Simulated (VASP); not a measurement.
Hf: single point with PBE

The system is Hf.

```
Hf
1.0
    -2.78441    2.78441    1.50345
     2.78441   -2.78441    1.50345
     2.78441    2.78441   -1.50345
Hf
2
Direct
  0.62500 0.87500 0.75000
  0.37500 0.12500 0.25000
```

```json
{"Program": "VASP 6.6.1", "Task": "single point", "Functional": "PBE", "Potentials or basis": "VASP PAW PBE potentials, release 64 (Hf_pv)", "Cutoff": "520 eV", "k mesh": "14 × 14 × 14", "Occupations": "fermi-dirac, width 0.05 eV", "Spin": "no spin polarisation"}
```

| Item | Value |
| --- | --- |
| Pressure | -0.3 GPa |
| Band gap on the k mesh | zero (band 10 reaches 4.52 eV, above the bottom of band 11 at 3.78 eV) |

Levels at points of the mesh, in eV from the Fermi level:
```tsv
k point	band 6	band 7	band 8	band 9	band 10	band 11	band 12	band 13	band 14	band 15
(0.00, 0.00, 0.00)	-29.92	-6.72	-2.85	-1.00	-0.98	0.25	3.91	3.91	3.99	3.99
(0.50, 0.00, 0.00)	-29.88	-2.79	-2.15	-0.97	-0.21	0.67	1.78	1.85	3.79	4.24
(0.50, 0.50, 0.00)	-29.88	-3.71	-3.71	-0.44	-0.44	0.89	0.89	2.27	2.27	5.00
(0.50, 0.50, 0.50)	-29.83	-3.24	-3.24	0.16	0.16	0.21	0.21	3.30	3.30	4.59
```

It took 86 s on 1 thread of Intel(R) Xeon(R) Platinum 8559C (Emerald Rapids) (shared host), peak memory 0.29 GiB.

Caveat: spin-orbit coupling is left out, which moves the levels of the heavy elements.
